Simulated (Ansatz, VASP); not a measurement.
# Hf: VASP beside Ansatz

```
Hf
1.0
     2.98050    0.00000    0.00000
    -1.49025    2.58119    0.00000
     0.00000    0.00000    5.06769
Hf
2
Direct
  0.33333 0.66667 0.25000
  0.66667 0.33333 0.75000
```

Alike in both runs: task single point; functional PBE; k mesh 18 × 18 × 10; occupations gaussian, width 0.15 eV; no spin polarisation.

|  | VASP | Ansatz |
| --- | --- | --- |
| version | VASP 6.6.1 | Ansatz 0.2.0 |
| potentials or method | VASP PAW PBE potentials, release 64 (Hf_pv), cutoff 500 eV | scalar-relativistic, plane waves, PAW |
| valence electrons in the cell | 20 | 52 |

```tsv
	VASP	Ansatz	Ansatz less VASP
gap on the k mesh at the Fermi level (eV)	none	none	-
pressure (GPa)	19.0	19.5	+0.44
traceless stress, the component that is largest in VASP (GPa)	-6.70	-6.59	+0.118
```

A gap of «none» marks a metal or a gap that the smearing closes. With one functional, cell and mesh, what is left measures potentials, basis and numerics. VASP's potentials hold 20 valence electrons a cell and Ansatz's 52, so a difference there can come from the potentials and not from the codes.

Spin-orbit coupling is off throughout.
